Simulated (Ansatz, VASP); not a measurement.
## Ni: VASP beside Ansatz

```
Ni
1.0
     2.53399    0.00000    0.00000
    -1.26700    2.19450    0.00000
     0.00000    0.00000    8.30241
Ni
4
Direct
  0.00000 0.00000 0.00000
  0.00000 0.00000 0.50000
  0.33333 0.66667 0.25000
  0.66667 0.33333 0.75000
```

Alike in both runs: task single point; functional revPBE; k mesh 16 × 16 × 5; occupations fermi-dirac, width 0.1 eV; no spin polarisation.

```csv
,VASP,Ansatz
version,VASP 6.6.1,Ansatz 0.2.0
potentials or method,"VASP PAW PBE potentials, release 64 (Ni), cutoff 520 eV","plane waves (420 eV) with PAW, scalar-relativistic"
valence electrons in the cell,40,72
```

Ansatz gave:

* pressure (GPa): -6.6
* traceless stress, the component that is largest in VASP (GPa): -0.03

Question: What did VASP give for the same quantities?

Answer: Pressure (GPa): -6.3; traceless stress, the component that is largest in VASP (GPa): -0.05.

VASP's potentials were made for PBE, not for revPBE. VASP's potentials hold 40 valence electrons a cell and Ansatz's 72, so a difference there can come from the potentials and not from the codes.
